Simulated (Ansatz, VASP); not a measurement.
**Two plane-wave programs on TaN**

Contents of INCAR:

```
SYSTEM = TaN
PREC = Accurate
ENCUT = 600
EDIFF = 1E-6
ISMEAR = 0
SIGMA = 0.1
LREAL = .False.
LASPH = .True.
NELM = 60
ALGO = Normal
ISIF = 3
LWAVE = .False.
LCHARG = .False.
GGA = PE
IBRION = 2
NSW = 100
EDIFFG = -0.01
```

The input KPOINTS:

```
regular mesh
0
Gamma
  18 18 18
  0 0 0
```

POSCAR

```
TaN
1.0
    2.9652228856      0.0000000000      0.0000000000
    0.0000000000      2.9652228856      0.0000000000
    0.0000000000      0.0000000000      3.0449639422
Ta N
1 1
Direct
    0.0000000000      0.0000000000      0.5000000000
    0.5000000000      0.5000000000      0.5000000000
```

Input for Ansatz:

```yaml
crystal:
  lattice:
    - [2.9652228856, 0.0, 0.0]
    - [0.0, 2.9652228856, 0.0]
    - [0.0, 0.0, 3.0449639422]
  atoms:
    - { symbol: Ta, position: [0.0, 0.0, 0.5] }
    - { symbol: "N", position: [0.5, 0.5, 0.5] }
basis:
  ecutwfc: 420
kpoints:
  mp_grid: { grid: [18, 18, 18] }
hamiltonian:
  xc: pbe
scf:
  occupations: { method: gaussian, width: 0.1 }
output:
  forces: true
  stress: true
  eigenvalues: true
relax:
  adjacent_minimum: "off"
  f_tol: 0.01
  max_steps: 80
  cell: { stress_tol: 0.05 }
```

Alike in both runs: task relaxation of cell and atoms; functional PBE; k mesh 18 × 18 × 18; occupations gaussian, width 0.1 eV; no spin polarisation.

|  | VASP | Ansatz |
| --- | --- | --- |
| version | VASP 6.6.1 | Ansatz 0.2.0 |
| potentials or method | VASP PAW PBE potentials, release 64 (Ta_pv, N), cutoff 600 eV | scalar-relativistic, plane waves, PAW |
| valence electrons in the cell | 16 | 18 |

|  | VASP | Ansatz | Ansatz less VASP |
| --- | --- | --- | --- |
| gap on the k mesh at the Fermi level, each at its own relaxed structure (eV) | none | none | - |
| relaxed volume (Å³/atom) | 13.57 | 13.57 | -0.008 |
| relaxed cell length with the largest relative difference (Å) | 3.090 | 3.092 | +0.0018 |

A gap of «none» marks a metal or a gap that the smearing closes. VASP's potentials hold 16 valence electrons a cell and Ansatz's 18, so a difference there can come from the potentials and not from the codes.

Neither program's run includes spin-orbit coupling.
